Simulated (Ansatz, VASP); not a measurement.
**One calculation of TiGe, two programs**

```
Ti Ge
1.0
     0.00000    3.22529    3.22529
     3.22529    0.00000    3.22529
     3.22529    3.22529    0.00000
Ti Ge
2 2
Direct
  0.25000 0.25000 0.25000
  0.00000 0.00000 0.00000
  0.75000 0.75000 0.75000
  0.50000 0.50000 0.50000
```

Alike in both runs: functional PBE; k mesh 6 × 6 × 6; occupations gaussian, width 0.1 eV; no spin polarisation.

Ansatz relaxed the structure, and its values are those at the end. VASP's run is a single point on that final structure, the one shown.

|  | VASP | Ansatz |
| --- | --- | --- |
| version | VASP 6.6.1 | Ansatz 0.2.0 |
| potentials or method | VASP PAW PBE potentials, release 64 (Ti_sv, Ge_d), cutoff 520 eV | scalar-relativistic, plane waves, PAW |
| valence electrons in the cell | 52 | 52 |

|  | VASP | Ansatz | Ansatz less VASP |
| --- | --- | --- | --- |
| gap on the k mesh at the Fermi level (eV) | none | none | - |
| pressure (GPa) | 0.2 | 0.2 | +0.02 |

A gap of «none» marks a metal or a gap that the smearing closes. With one functional, cell and mesh, what is left measures potentials, basis and numerics.
